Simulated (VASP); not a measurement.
# C (P6_3/mmc) in VASP: notebook, part 2 of 2

VASP 6.6.1.

## Step 5: Single point, PBEsol (strained cell)

Input file INCAR:

```
PREC = Accurate
ENCUT = 910
EDIFF = 1E-6
ISMEAR = 0
SIGMA = 0.02
LREAL = F
LASPH = T
NELM = 120
ALGO = Normal
ISIF = 2
LWAVE = F
LCHARG = T
GGA = PS
LELF = T
LVHAR = T
NBANDS = 16
GGA_COMPAT = F
```

Input file KPOINTS:

```
Automatic mesh
0
Gamma
  9 9 6
```

Input file POSCAR:

```
C
1.0
    2.4995760109      0.0000000000      0.0000000000
   -1.2497880055      2.1646963241      0.0000000000
    0.0000000000      0.0000000000      4.1189829197
C
4
Direct
    0.3333333333      0.6666666667     -0.0002589785
    0.6666666667      0.3333333333      0.4997410215
    0.3333333333      0.6666666667      0.3742589785
    0.6666666667      0.3333333333      0.8742589785
```

Potentials or basis: VASP PAW PBE potentials, release 64 (C_h).

Started as:

```console
$ cat potpaw_PBE.64/C_h/POTCAR > POTCAR
$ mpirun -np 1 vasp_std > vasp.out
```

OUTCAR:

```text
PREC = Accurate
   ENCUT = 910
   EDIFF = 1E-6
   ISMEAR = 0
   LREAL = F
   LASPH = T
   NELM = 120
   ISIF = 2
   GGA = PS

 ion  position               nearest neighbor table
   1  0.333  0.667  1.000-
   2  0.667  0.333  0.500-
   3  0.333  0.667  0.374-
   4  0.667  0.333  0.874-

  LATTYP: Found a hexagonal cell.
 ALAT       =     2.4995760109
 C/A-ratio  =     1.6478726399

  Lattice vectors:

 A1 = (   2.4995760109,   0.0000000000,   0.0000000000)
 A2 = (  -1.2497880055,   2.1646963241,   0.0000000000)
 A3 = (   0.0000000000,   0.0000000000,   4.1189829197)

Analysis of symmetry for initial positions (statically):
=====================================================================
 Subroutine PRICEL returns:
 Original cell was already a primitive cell.

 Routine SETGRP: Setting up the symmetry group for a
 hexagonal supercell.

 Subroutine GETGRP returns: Found 24 space group operations
 (whereof  6 operations were pure point group operations)
 out of a pool of 24 trial point group operations.

The static configuration has the point symmetry C_3v.
 The point group associated with its full space group is D_6h.

Analysis of symmetry for dynamics (positions and initial velocities):
=====================================================================
 Subroutine PRICEL returns:
 Original cell was already a primitive cell.

 Routine SETGRP: Setting up the symmetry group for a
 hexagonal supercell.

 Subroutine GETGRP returns: Found 24 space group operations
 (whereof  6 operations were pure point group operations)
 out of a pool of 24 trial point group operations.

The dynamic configuration has the point symmetry C_3v.
 The point group associated with its full space group is D_6h.

 Subroutine INISYM returns: Found 24 space group operations
 (whereof  6 operations are pure point group operations),
 and found     1 'primitive' translations

----------------------------------------------------------------------------------------

                                     Primitive cell

  volume of cell :      22.2871

  direct lattice vectors                    reciprocal lattice vectors
     2.499576011  0.000000000  0.000000000     0.400067850  0.230979281  0.000000000
    -1.249788005  2.164696324  0.000000000     0.000000000  0.461958562  0.000000000
     0.000000000  0.000000000  4.118982920     0.000000000  0.000000000  0.242778380

  length of vectors
     2.499576011  2.499576011  4.118982920     0.461958562  0.461958562  0.242778380

  position of ions in fractional coordinates (direct lattice)
     0.333333333  0.666666667  0.999741022
     0.666666667  0.333333333  0.499741022
     0.333333333  0.666666667  0.374258979
     0.666666667  0.333333333  0.874258979

  ion indices of the primitive-cell ions
   primitive index   ion index
                 1           1
                 2           2
                 3           3
                 4           4

----------------------------------------------------------------------------------------

 KPOINTS: Automatic mesh

Automatic generation of k-mesh.
 Grid dimensions read from file:
 generate k-points for:    9    9    6

 Generating k-lattice:

  Cartesian coordinates                     Fractional coordinates (reciprocal lattice)
     0.044451983  0.025664365  0.000000000     0.111111111 -0.000000000  0.000000000
     0.000000000  0.051328729  0.000000000     0.000000000  0.111111111  0.000000000
     0.000000000  0.000000000  0.040463063     0.000000000  0.000000000  0.166666667

  Length of vectors
     0.051328729  0.051328729  0.040463063

  Shift w.r.t. Gamma in fractional coordinates (k-lattice)
     0.000000000  0.000000000  0.000000000

 Subroutine IBZKPT returns following result:
 ===========================================

 Found     48 irreducible k-points:

 Following reciprocal coordinates:
            Coordinates               Weight
  0.000000  0.000000  0.000000      1.000000
  0.111111  0.000000  0.000000      6.000000
  0.222222  0.000000  0.000000      6.000000
  0.333333  0.000000  0.000000      6.000000
  0.444444  0.000000  0.000000      6.000000
  0.111111  0.111111  0.000000      6.000000
[... 16 lines left out ...]
  0.333333  0.222222  0.166667     24.000000
  0.333333  0.333333  0.166667      4.000000
 [... further k-points ...]
   k-points           NKPTS =     48   k-points in BZ     NKDIM =     48   number of bands    NBANDS=     16
   number of dos      NEDOS =    301   number of ions     NIONS =      4
   total plane-waves  NPLWV =  32928
   dimension x,y,z NGX =    28 NGY =   28 NGZ =   42
   dimension x,y,z NGXF=    56 NGYF=   56 NGZF=   84
   ions per type =               4
   NGX,Y,Z   is equivalent  to a cutoff of  18.62, 18.62, 16.95 a.u.
   NGXF,Y,Z  is equivalent  to a cutoff of  37.25, 37.25, 33.90 a.u.
 SYSTEM =  unknown system
   PREC   = accura    normal or accurate (medium, high low for compatibility)
   ISTART =      0    job   : 0-new  1-cont  2-samecut
   ICHARG =      2    charge: 1-file 2-atom 10-const
   ISPIN  =      1    spin polarized calculation?
   LNONCOLLINEAR =      F non collinear calculations
   LSORBIT =      F    spin-orbit coupling
   LASPH  =      T    aspherical Exc in radial PAW
   ENCUT  =  910.0 eV  66.88 Ry    8.18 a.u.   6.15  6.15 10.13*2*pi/ulx,y,z
   NELM   =    120;   NELMIN=  2; NELMDL= -5     # of ELM steps
   EDIFF  = 0.1E-05   stopping-criterion for ELM
   LREAL  =      F    real-space projection
   EDIFFG = 0.1E-04   stopping-criterion for IOM
   NSW    =      0    number of steps for IOM
   IBRION =     -1    ionic relax: 0-MD 1-quasi-New 2-CG
   NFREE  =      0    steps in history (QN), initial steepest desc. (CG)
   ISIF   =      2    stress and relaxation
   ISYM   =      2    0-nonsym 1-usesym 2-fastsym
   POTIM  = 0.5000    time-step for ionic-motion
   TEBEG  =    0.0;   TEEND  =   0.0 temperature during run
   PSTRESS=    0.0 pullay stress
   NELECT =      16.0000    total number of electrons
   NUPDOWN=      -1.0000    fix difference up-down
   EMIN   =  10.00;   EMAX   =-10.00  energy-range for DOS
   EFERMI =   0.00;   METHOD = LEGACY
   ISMEAR =     0;   SIGMA  =   0.02  broadening in eV -4-tet -1-fermi 0-gaus
   EFERMI_NEDOS =   21; number of points for ismear=-14 and -15
   IALGO  =     38    algorithm
   IMIX   =      4    mixing-type and parameters
     AMIX     =   0.40;   BMIX     =  1.00
     AMIX_MAG =   1.60;   BMIX_MAG =  1.00
  volume/ion in A,a.u.               =       5.57        37.60
  Fermi-wavevector in a.u.,A,eV,Ry     =   1.465875  2.770103 29.236072  2.148791
  Thomas-Fermi vector in A             =   2.581680
   LORBIT       =      0    0 simple, 1 ext, 2 COOP (PROOUT), +10 PAW based schemes
   GGA     = PS    functional components
   LHFCALC =     F    Hartree Fock is set to
   AEXX    =    0.0000 exact exchange contribution
   IVDW    =     0    specifies the selected vdW correction
   LEPSILON=     F    determine dielectric tensor
   LRPA    =     F    only Hartree local field effects (RPA)
 non-spin polarized calculation
 Gauss-broadening in eV      SIGMA  =   0.02
  energy-cutoff  :      910.00
  volume of cell :       22.29
 maximum number of plane-waves:      1410
 NGX is ok and might be reduce to    28
   NGX = 13   NGY = 13   NGZ = 21

 number of electron      16.0000000 magnetization

 Free energy of the ion-electron system (eV)
  ---------------------------------------------------
  ext. energy  EPLUGINS =         0.00000000
  ---------------------------------------------------
  free energy    TOTEN  =       -38.44642260 eV

  energy without entropy =      -38.44642260  energy(sigma->0) =      -38.44642260

 E-fermi :  11.6625     XC(G=0): -13.6561

 val. band max:       11.5126600381   @ k =   0.0000   0.0000   0.0000
 cond. band min:      14.5452657798   @ k =   0.3333   0.3333   0.0000
 fundamental gap:      3.0326057417
 Fermi energy:        11.6625445977

 k-point     1 :       0.0000    0.0000    0.0000
  band No.  band energies     occupation
      1     -10.5815      2.00000
      2      -4.7063      2.00000
      3      -2.5030      2.00000
      4       8.2482      2.00000
      5       8.2482      2.00000
      6      11.0029      2.00000
[... 8 lines left out ...]
     15      26.0881      0.00000
     16      29.4811      0.00000
[... 419 lines left out ...]
 k-point    24 :       0.3333    0.3333    0.1667
  band No.  band energies     occupation
      1      -3.1870      2.00000
      2      -3.1870      2.00000
      3       0.2407      2.00000
      4       0.9018      2.00000
      5       0.9018      2.00000
      6       3.9038      2.00000
[... 8 lines left out ...]
     15      27.1621      0.00000
     16      27.1621      0.00000

 [... further k-points ...]
[... 5 lines left out ...]
  --------------------------------------------------------------------------------------
  -------------------------------------------------------------------------------------
  Total       -0.0273903     -0.0273903      1.9341770      0.0000000      0.0000000      0.0000000
  in kB       -1.9690343     -1.9690343    139.0443956      0.0000000      0.0000000      0.0000000
  external PRESSURE =      45.0354423 kB  Pullay stress =       0.0000000 kB

 VOLUME and BASIS-vectors are now :
 -----------------------------------------------------------------------------
  energy-cutoff  :      910.00
  volume of cell :       22.29
      direct lattice vectors                 reciprocal lattice vectors
     2.499576011  0.000000000  0.000000000     0.400067850  0.230979281  0.000000000
    -1.249788005  2.164696324  0.000000000     0.000000000  0.461958562  0.000000000
     0.000000000  0.000000000  4.118982920     0.000000000  0.000000000  0.242778380

 POSITION                                       TOTAL-FORCE (eV/Angst)
 -----------------------------------------------------------------------------------
     -0.00000      1.44313      4.11792        -0.000000     -0.000000     -0.001191
      1.24979      0.72157      2.05842         0.000000      0.000000     -0.001191
     -0.00000      1.44313      1.54157        -0.000000     -0.000000      0.001191
      1.24979      0.72157      3.60106         0.000000      0.000000      0.001191
 -----------------------------------------------------------------------------------
    total drift:                               -0.000000      0.000000      0.000004

  FREE ENERGIE OF THE ION-ELECTRON SYSTEM (eV)
  ---------------------------------------------------
  free  energy   TOTEN  =       -38.4464226018 eV

  energy  without entropy=      -38.4464226018  energy(sigma->0) =      -38.44642260
```

OSZICAR:

```text
N       E                     dE             d eps       ncg     rms          rms(c)
DAV:   1     0.423770075300E+02    0.42377E+02   -0.11922E+04  1536   0.153E+03
DAV:   2    -0.358292628630E+02   -0.78206E+02   -0.70415E+02  2088   0.238E+02
DAV:   3    -0.397714054096E+02   -0.39421E+01   -0.39132E+01  2176   0.475E+01
DAV:   4    -0.397960111887E+02   -0.24606E-01   -0.24601E-01  1736   0.411E+00
DAV:   5    -0.397961827896E+02   -0.17160E-03   -0.17155E-03  2144   0.324E-01    0.677E+00
DAV:   6    -0.387977360793E+02    0.99845E+00   -0.58321E-01  1832   0.479E+00    0.367E+00
DAV:   7    -0.384451482834E+02    0.35259E+00   -0.66145E-01  2016   0.523E+00    0.463E-01
DAV:   8    -0.384463501645E+02   -0.12019E-02   -0.13773E-02  1648   0.992E-01    0.399E-02
DAV:   9    -0.384464086749E+02   -0.58510E-04   -0.75063E-05  2080   0.742E-02    0.212E-02
DAV:  10    -0.384464231139E+02   -0.14439E-04   -0.10541E-05  1656   0.269E-02    0.295E-03
DAV:  11    -0.384464226018E+02    0.51208E-06   -0.31595E-07  1648   0.494E-03
   1 F= -.38446423E+02 E0= -.38446423E+02  d E =-.188511E-28
```

stdout:

```text
POSCAR found type information on POSCAR C
 POSCAR found :  1 types and       4 ions
 scaLAPACK will be used
 -----------------------------------------------------------------------------
|                                                                             |
|                                                                             |
|     You enforced a specific xc type in the INCAR file but a different       |
|     I HOPE YOU KNOW WHAT YOU ARE DOING!                                     |
|                                                                             |
 -----------------------------------------------------------------------------

 LDA part: xc-table for (Slater+PW92), standard interpolation
 POSCAR, INCAR and KPOINTS ok, starting setup
 FFT: planning ... GRIDC
 FFT: planning ... GRID_SOFT
 FFT: planning ... GRID
 WAVECAR not read
 entering main loop
```

It took 33 s on 1 thread of Intel Xeon Platinum 8259CL at 2.50GHz (Skylake/Cascade Lake), shared host; peak memory 0.17 GiB.

What came out:

| Quantity | Value |
| --- | --- |
| Free energy | -38.4464 eV |
| Pressure | 4.5 GPa |
| Band gap on the k mesh | 3.03 eV, indirect (least direct gap 4.81 eV) |

Caveat: the cell differs from its parent crystal (strained cell); the cutoff is under 1.25 times the usual one of these potentials, so pressure, stress and relaxed cells hold a basis-set (Pulay) error; the PAW data sets were made with another functional, which shifts forces and pressure a little. A k mesh can miss the band edges.

## Step 6: Single point, PBEsol (strained cell)

Input file INCAR:

```
  ALGO = Normal
  EDIFF = 1E-6
  ENCUT = 910
  GGA = PS
  GGA_COMPAT = F
  ISIF = 2
  ISMEAR = 0
  LASPH = T
  LCHARG = T
  LELF = T
  LREAL = F
  LVHAR = T
  LWAVE = F
  NBANDS = 16
  NELM = 120
  PREC = Accurate
  SIGMA = 0.02
```

Input file KPOINTS:

```
k-points
0
Gamma
  9 9 6
```

Input file POSCAR:

```
C
1.0
    2.5049743428      0.0000000000      0.0000000000
   -1.2524871714      2.1693714167      0.0000000000
    0.0000000000      0.0000000000      4.1189829197
C
4
Direct
    0.3333333333      0.6666666667     -0.0002906146
    0.6666666667      0.3333333333      0.4997093854
    0.3333333333      0.6666666667      0.3742906146
    0.6666666667      0.3333333333      0.8742906146
```

Potentials or basis: VASP PAW PBE potentials, release 64 (C_h).

Started as:

```console
$ cat potpaw_PBE.64/C_h/POTCAR > POTCAR
$ mpirun -np 1 vasp_std > vasp.out
```

It used 51 s of CPU time on 1 thread of AMD EPYC 7R13 Processor (Zen 3), on a shared host.

Results (log left out):

```
Free energy            : -38.4457 eV
Pressure               : 2.5 GPa
Band gap on the k mesh : 3.05 eV, indirect (least direct gap 4.78 eV)
```

Stress tensor (GPa, compression positive):
```
-3.07  0.00  0.00
 0.00 -3.07  0.00
 0.00  0.00 13.76
```

Levels at points of the mesh, in eV from the valence-band top:
```
           k point  band 6  band 7  band 8  band 9  band 10  band 11
(0.00, 0.00, 0.00)   -0.50    0.00    0.00    4.78     4.78     5.65
(0.00, 0.00, 0.50)   -1.97   -1.97   -1.97    7.16     7.16     7.16
```

Caveat: the cell differs from its parent crystal (strained cell); the cutoff is under 1.25 times the usual one of these potentials, so pressure, stress and relaxed cells hold a basis-set (Pulay) error; the PAW data sets were made with another functional, which shifts forces and pressure a little. A k mesh can miss the band edges.

## Step 7: Summary

```tsv
task	potentials or basis	cell	cutoff (eV)	second run	gap on the mesh (eV)	pressure (GPa)
relaxation of the atoms	VASP PAW PBE potentials, release 64 (C)	atoms relaxed from a = 2.505, b = 2.505, c = 4.119 Å, angles 90.0, 90.0, 120.0°, 4 atoms	520	-	3.05	3.7
single point	VASP PAW PBE potentials, release 64 (C_h)	a = 2.499, b = 2.499, c = 4.119 Å, angles 90.0, 90.0, 120.0°, 4 atoms	910	hard_potentials	3.03	4.7
single point	VASP PAW PBE potentials, release 64 (C_h)	a = 2.500, b = 2.500, c = 4.119 Å, angles 90.0, 90.0, 120.0°, 4 atoms	910	hard_potentials	3.03	4.5
single point	VASP PAW PBE potentials, release 64 (C_h)	a = 2.505, b = 2.505, c = 4.119 Å, angles 90.0, 90.0, 120.0°, 4 atoms	910	hard_potentials	3.05	2.5
```

Alike in all rows: level PBEsol; no spin polarisation; k mesh 9 × 9 × 6; smearing gaussian 0.02 eV.

Caveats: the PAW data sets were made with another functional, which shifts forces and pressure a little; the cutoff is under 1.25 times the usual one of these potentials, so pressure, stress and relaxed cells hold a basis-set (Pulay) error (some runs).

Total energies depend on the potentials used, so only differences within one code and one set of settings carry meaning.
